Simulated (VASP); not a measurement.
A run of VASP 6.6.1:

The input INCAR:

```
SYSTEM = Te2Mo
PREC = Accurate ; ENCUT = 520
EDIFF = 1E-6 ; ISMEAR = -1
SIGMA = 0.1 ; LREAL = .FALSE.
LASPH = .TRUE. ; NELM = 100
ALGO = Normal ; ISIF = 2
LWAVE = .FALSE. ; LCHARG = .FALSE.
GGA = PS ; NBANDS = 35
```

File KPOINTS:

```
regular mesh
0
G
  6 6 2
  0 0 0
```

POSCAR

```
Te2Mo
1.0
    3.5182000000      0.0000000000      0.0000000000
   -1.7591000000      3.0468505756      0.0000000000
    0.0000000000      0.0000000000     13.9736000000
Te Mo
4 2
Direct
    0.3333330000      0.6666670000      0.6210000000
    0.6666670000      0.3333330000      0.1210000000
    0.3333330000      0.6666670000      0.8790000000
    0.6666670000      0.3333330000      0.3790000000
    0.3333330000      0.6666670000      0.2500000000
    0.6666670000      0.3333330000      0.7500000000
```

Potentials or basis: VASP PAW PBE potentials, release 64 (Te, Mo_sv).

Command:

```console
$ cat potpaw_PBE.64/Te/POTCAR potpaw_PBE.64/Mo_sv/POTCAR > POTCAR
$ mpirun -np 1 vasp_std > vasp.out
```

Hardware: 1 thread of Intel(R) Xeon(R) Platinum 8259CL CPU @ 2.50GHz (Skylake/Cascade Lake), on a shared host.

Estimate the wall time of this run.

It took 89 s on 1 thread of Intel(R) Xeon(R) Platinum 8259CL CPU @ 2.50GHz (Skylake/Cascade Lake), on a shared host, peak memory 0.3 GiB. Counts: scf iterations 17, k points 14.
